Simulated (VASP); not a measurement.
# Al (Immm) in VASP: single point with PBE

Aim: the single point of Al with PBE.

Everything below comes from runs of VASP 6.6.1. Logs are shortened: lines on timing, memory, paths and dates and some standing lists are left out, and cuts for length are marked.

**1. The cell of the first run**

The structure is orthorhombic, space group Immm (No. 71). The conventional cell has a = 2.804 Å, b = 5.558 Å, c = 8.932 Å, α = 90.00°, β = 90.00°, γ = 90.00°. Al (site symmetry m2m) has 10 Al at 2.70 to 2.86 Å within 3.6 Å. Al (site symmetry mm2) has 12 Al at 2.80 to 3.14 Å within 3.7 Å.

**2. Single point, PBE**

Input file INCAR:

```
PREC = Accurate
ENCUT = 520
EDIFF = 1E-6
ISMEAR = 0
SIGMA = 0.1
LREAL = False
LASPH = True
NELM = 100
ALGO = Fast
ISIF = 2
LWAVE = False
LCHARG = False
GGA = PE
NBANDS = 14
```

Input file KPOINTS:

```
Automatic mesh
0
Gamma
  18 18 18
```

Input file POSCAR:

```
Al
1.0
   -1.4019389000      2.7791388000      4.4660136000
    1.4019389000     -2.7791388000      4.4660136000
    1.4019389000      2.7791388000     -4.4660136000
Al
4
Direct
    0.7426580000      0.0000000000      0.7426580000
    0.2573420000      0.0000000000      0.2573420000
    0.2248460000      0.7248460000      0.5000000000
    0.7751540000      0.2751540000      0.5000000000
```

Potentials or basis: VASP PAW PBE potentials, release 64 (Al).

Started as:

```console
$ cat potpaw_PBE.64/Al/POTCAR > POTCAR
$ mpirun -np 1 vasp_std > vasp.out
```

OUTCAR:

```text
PREC = Accurate
   ENCUT = 520
   EDIFF = 1E-6
   ISMEAR = 0
   LREAL = False
   LASPH = True
   NELM = 100
   ISIF = 2
   GGA = PE

 ion  position               nearest neighbor table
   1  0.743  0.000  0.743-   2 2.70   4 2.80   3 2.80   4 2.84   3 2.84   4 2.84   3 2.84   2 2.86

   2  0.257  0.000  0.257-   1 2.70   4 2.80   3 2.80   3 2.84   4 2.84   3 2.84   4 2.84   1 2.86

   3  0.225  0.725  0.500-   1 2.80   2 2.80   2 2.84   1 2.84   2 2.84   1 2.84   4 3.14   4 3.14
                             4 3.14   4 3.14
   4  0.775  0.275  0.500-   1 2.80   2 2.80   1 2.84   2 2.84   1 2.84   2 2.84   3 3.14   3 3.14
                             3 3.14   3 3.14

  LATTYP: Found a body centered orthorhombic cell.
 ALAT       =     2.8038778000
 B/A-ratio  =     1.9823537245
 C/A-ratio  =     3.1855978888

  Lattice vectors:

 A1 = (  -1.4019389000,   2.7791388000,   4.4660136000)
 A2 = (   1.4019389000,  -2.7791388000,   4.4660136000)
 A3 = (   1.4019389000,   2.7791388000,  -4.4660136000)

Analysis of symmetry for initial positions (statically):
=====================================================================
 Subroutine PRICEL returns:
 Original cell was already a primitive cell.

 Routine SETGRP: Setting up the symmetry group for a
 body centered orthorhombic supercell.

 Subroutine GETGRP returns: Found  8 space group operations
 (whereof  8 operations were pure point group operations)
 out of a pool of  8 trial point group operations.

The static configuration has the point symmetry D_2h.

Analysis of symmetry for dynamics (positions and initial velocities):
=====================================================================
 Subroutine PRICEL returns:
 Original cell was already a primitive cell.

 Routine SETGRP: Setting up the symmetry group for a
 body centered orthorhombic supercell.

 Subroutine GETGRP returns: Found  8 space group operations
 (whereof  8 operations were pure point group operations)
 out of a pool of  8 trial point group operations.

The dynamic configuration has the point symmetry D_2h.

 Subroutine INISYM returns: Found  8 space group operations
 (whereof  8 operations are pure point group operations),
 and found     1 'primitive' translations

----------------------------------------------------------------------------------------

                                     Primitive cell

  volume of cell :      69.6016

  direct lattice vectors                    reciprocal lattice vectors
    -1.401938900  2.779138800  4.466013600     0.000000000  0.179911849  0.111956668
     1.401938900 -2.779138800  4.466013600     0.356648924  0.000000000  0.111956668
     1.401938900  2.779138800 -4.466013600     0.356648924  0.179911849  0.000000000

  length of vectors
     5.443741602  5.443741602  5.443741602     0.211902262  0.373808441  0.399458043

  position of ions in fractional coordinates (direct lattice)
     0.742658000  0.000000000  0.742658000
     0.257342000  0.000000000  0.257342000
     0.224846000  0.724846000  0.500000000
     0.775154000  0.275154000  0.500000000

  ion indices of the primitive-cell ions
   primitive index   ion index
                 1           1
                 2           2
                 3           3
                 4           4

----------------------------------------------------------------------------------------

 KPOINTS: Automatic mesh

Automatic generation of k-mesh.
 Grid dimensions read from file:
 generate k-points for:   18   18   18

 Generating k-lattice:

  Cartesian coordinates                     Fractional coordinates (reciprocal lattice)
     0.000000000  0.009995103  0.006219815     0.055555556 -0.000000000  0.000000000
     0.019813829  0.000000000  0.006219815     0.000000000  0.055555556  0.000000000
     0.019813829  0.009995103  0.000000000     0.000000000 -0.000000000  0.055555556

  Length of vectors
     0.011772348  0.020767136  0.022192114

  Shift w.r.t. Gamma in fractional coordinates (k-lattice)
     0.000000000  0.000000000  0.000000000

 Subroutine IBZKPT returns following result:
 ===========================================

 Found    865 irreducible k-points:

 Following reciprocal coordinates:
            Coordinates               Weight
  0.000000  0.000000  0.000000      1.000000
  0.055556  0.000000 -0.000000      4.000000
  0.111111  0.000000 -0.000000      4.000000
  0.166667  0.000000  0.000000      4.000000
  0.222222  0.000000  0.000000      4.000000
  0.277778  0.000000 -0.000000      4.000000
[... 16 lines left out ...]
 -0.333333  0.055556  0.000000      8.000000
 -0.277778  0.055556  0.000000      8.000000
 [... further k-points ...]
   k-points           NKPTS =    865   k-points in BZ     NKDIM =    865   number of bands    NBANDS=     14
   number of dos      NEDOS =    301   number of ions     NIONS =      4
   total plane-waves  NPLWV =  64000
   dimension x,y,z NGX =    40 NGY =   40 NGZ =   40
   dimension x,y,z NGXF=    80 NGYF=   80 NGZF=   80
   ions per type =               4
   NGX,Y,Z   is equivalent  to a cutoff of  12.22, 12.22, 12.22 a.u.
   NGXF,Y,Z  is equivalent  to a cutoff of  24.43, 24.43, 24.43 a.u.
 SYSTEM =  unknown system
   PREC   = accura    normal or accurate (medium, high low for compatibility)
   ISTART =      0    job   : 0-new  1-cont  2-samecut
   ICHARG =      2    charge: 1-file 2-atom 10-const
   ISPIN  =      1    spin polarized calculation?
   LNONCOLLINEAR =      F non collinear calculations
   LSORBIT =      F    spin-orbit coupling
   LASPH  =      T    aspherical Exc in radial PAW
   ENCUT  =  520.0 eV  38.22 Ry    6.18 a.u.  10.12 10.12 10.12*2*pi/ulx,y,z
   NELM   =    100;   NELMIN=  2; NELMDL= -5     # of ELM steps
   EDIFF  = 0.1E-05   stopping-criterion for ELM
   LREAL  =      F    real-space projection
   EDIFFG = 0.1E-04   stopping-criterion for IOM
   NSW    =      0    number of steps for IOM
   IBRION =     -1    ionic relax: 0-MD 1-quasi-New 2-CG
   NFREE  =      0    steps in history (QN), initial steepest desc. (CG)
   ISIF   =      2    stress and relaxation
   ISYM   =      2    0-nonsym 1-usesym 2-fastsym
   POTIM  = 0.5000    time-step for ionic-motion
   TEBEG  =    0.0;   TEEND  =   0.0 temperature during run
   PSTRESS=    0.0 pullay stress
   NELECT =      12.0000    total number of electrons
   NUPDOWN=      -1.0000    fix difference up-down
   EMIN   =  10.00;   EMAX   =-10.00  energy-range for DOS
   EFERMI =   0.00;   METHOD = LEGACY
   ISMEAR =     0;   SIGMA  =   0.10  broadening in eV -4-tet -1-fermi 0-gaus
   EFERMI_NEDOS =   21; number of points for ismear=-14 and -15
   IALGO  =     68    algorithm
   IMIX   =      4    mixing-type and parameters
     AMIX     =   0.40;   BMIX     =  1.00
     AMIX_MAG =   1.60;   BMIX_MAG =  1.00
  volume/ion in A,a.u.               =      17.40       117.42
  Fermi-wavevector in a.u.,A,eV,Ry     =   0.911162  1.721846 11.295770  0.830216
  Thomas-Fermi vector in A             =   2.035409
   LORBIT       =      0    0 simple, 1 ext, 2 COOP (PROOUT), +10 PAW based schemes
   GGA     = PE    functional components
   LHFCALC =     F    Hartree Fock is set to
   AEXX    =    0.0000 exact exchange contribution
   IVDW    =     0    specifies the selected vdW correction
   LEPSILON=     F    determine dielectric tensor
   LRPA    =     F    only Hartree local field effects (RPA)
 non-spin polarized calculation
 RMM-DIIS sequential band-by-band and
 Gauss-broadening in eV      SIGMA  =   0.10
  energy-cutoff  :      520.00
  volume of cell :       69.60
 maximum number of plane-waves:      1895
   NGX = 21   NGY = 21   NGZ = 21

 number of electron      12.0000000 magnetization

 Free energy of the ion-electron system (eV)
  ---------------------------------------------------
  ext. energy  EPLUGINS =         0.00000000
  ---------------------------------------------------
  free energy    TOTEN  =       -14.66693612 eV

  energy without entropy =      -14.65910695  energy(sigma->0) =      -14.66302154

 E-fermi :   7.3828     XC(G=0):  -9.9844

 val. band max:        7.3811267627   @ k =   0.4444  -0.4444   0.1111
 cond. band min:       7.3840262616   @ k =   0.1667   0.2778   0.1111
 fundamental gap:      0.0028994989
 Fermi energy:         7.3828308957

 k-point     1 :       0.0000    0.0000    0.0000
  band No.  band energies     occupation
      1      -3.3722      2.00000
      2       2.9277      2.00000
      3       2.9945      2.00000
      4       3.1704      2.00000
      5       3.1849      2.00000
      6       3.9374      2.00000
      7       4.2479      2.00000
      8      14.3363      0.00000
      9      14.4099      0.00000
     10      15.5411      0.00000
     11      15.7289      0.00000
     12      15.7501      0.00000
     13      16.5496      0.00000
     14      16.6138      0.00000

 k-point     2 :       0.0556    0.0000   -0.0000
  band No.  band energies     occupation
      1      -3.3520      2.00000
      2       2.4052      2.00000
      3       2.7877      2.00000
      4       3.2647      2.00000
      5       3.6350      2.00000
      6       3.9705      2.00000
      7       4.5125      2.00000
      8      13.5743      0.00000
      9      15.0983      0.00000
     10      15.4189      0.00000
     11      15.4599      0.00000
     12      15.8622      0.00000
     13      16.1883      0.00000
     14      16.5868      0.00000
[... 343 lines left out ...]
      1      -2.6540      2.00000
      2      -0.2265      2.00000
      3       1.7512      2.00000
      4       2.6301      2.00000
      5       5.9015      2.00000
      6       6.5594      2.00000
      7       7.8569      0.00000
      8       9.6134      0.00000
      9      11.7733      0.00000
     10      13.7946      0.00000
     11      14.5715      0.00000
     12      14.8049      0.00000
     13      15.9670      0.00000
     14      17.1474      0.00000

 k-point    24 :      -0.2778    0.0556    0.0000
  band No.  band energies     occupation
      1      -2.8617      2.00000
      2       0.2777      2.00000
      3       1.8596      2.00000
      4       2.8104      2.00000
      5       5.4005      2.00000
      6       5.9710      2.00000
      7       6.9954      2.00000
      8      10.3570      0.00000
      9      12.5784      0.00000
     10      13.9525      0.00000
     11      14.8717      0.00000
     12      15.4729      0.00000
     13      15.8088      0.00000
     14      17.0062      0.00000

 [... further k-points ...]

------------------------ aborting loop because EDIFF is reached ----------------------------------------

  FORCE on cell =-STRESS in cart. coord.  units (eV):
  Direction    XX          YY          ZZ          XY          YZ          ZX
  --------------------------------------------------------------------------------------
  -------------------------------------------------------------------------------------
  Total       -0.0084083     -0.0216102      0.0035677     -0.0000000      0.0000000      0.0000000
  in kB       -0.1935525     -0.4974496      0.0821251     -0.0000000      0.0000000      0.0000000
  external PRESSURE =      -0.2029590 kB  Pullay stress =       0.0000000 kB

 VOLUME and BASIS-vectors are now :
 -----------------------------------------------------------------------------
  energy-cutoff  :      520.00
  volume of cell :       69.60
      direct lattice vectors                 reciprocal lattice vectors
    -1.401938900  2.779138800  4.466013600     0.000000000  0.179911849  0.111956668
     1.401938900 -2.779138800  4.466013600     0.356648924  0.000000000  0.111956668
     1.401938900  2.779138800 -4.466013600     0.356648924  0.179911849  0.000000000

 POSITION                                       TOTAL-FORCE (eV/Angst)
 -----------------------------------------------------------------------------------
      0.00000      4.12790      0.00000         0.000000     -0.001067     -0.000000
      0.00000      1.43038      0.00000        -0.000000      0.001067      0.000000
      1.40194      0.00000      2.00833        -0.000000      0.000000     -0.000676
     -0.00000      2.77914      2.45768         0.000000     -0.000000      0.000676
 -----------------------------------------------------------------------------------
    total drift:                               -0.000000     -0.000000      0.000000

  FREE ENERGIE OF THE ION-ELECTRON SYSTEM (eV)
  ---------------------------------------------------
  free  energy   TOTEN  =       -14.6669361250 eV

  energy  without entropy=      -14.6591069515  energy(sigma->0) =      -14.66302154
```

It took 12 min on 1 thread of AMD EPYC 9R45 (Zen 5), shared host; peak memory 0.68 GiB.

Results:

```yaml
Free_energy: -14.6669 eV
Pressure: 0.0 GPa
Band_gap_on_the_k_mesh: zero (band 6 reaches 9.51 eV, above the bottom of band 7 at 4.25 eV)
```
